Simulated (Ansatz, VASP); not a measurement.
# N in VASP and in Ansatz

```
N
1.0
     2.56416    0.00000    0.00000
    -1.28208    2.22063    0.00000
     0.00000    0.00000    2.44070
N
2
Cartesian
  1.2821 0.7402 0.6102
  0.0000 1.4804 1.8305
```

Alike in both runs: task single point; functional r2SCAN; k mesh 24 × 24 × 22; occupations gaussian, width 0.1 eV; no spin polarisation.

|  | VASP | Ansatz |
| --- | --- | --- |
| version | VASP 6.6.1 | Ansatz 0.2.0 |
| potentials or method | VASP PAW PBE potentials, release 64 (N), cutoff 520 eV | scalar-relativistic, plane waves, PAW |
| valence electrons in the cell | 10 | 10 |

|  | VASP | Ansatz | Ansatz less VASP |
| --- | --- | --- | --- |
| gap on the k mesh at the Fermi level (eV) | none | none | - |
| pressure (GPa) | -0.1 | 0.0 | +0.10 |
| traceless stress, the component that is largest in VASP (GPa) | -0.20 | -0.32 | -0.119 |

VASP's potentials were made for PBE, not for r2SCAN. A gap of «none» marks a metal or a gap that the smearing closes. With one functional, cell and mesh, what is left measures potentials, basis and numerics.
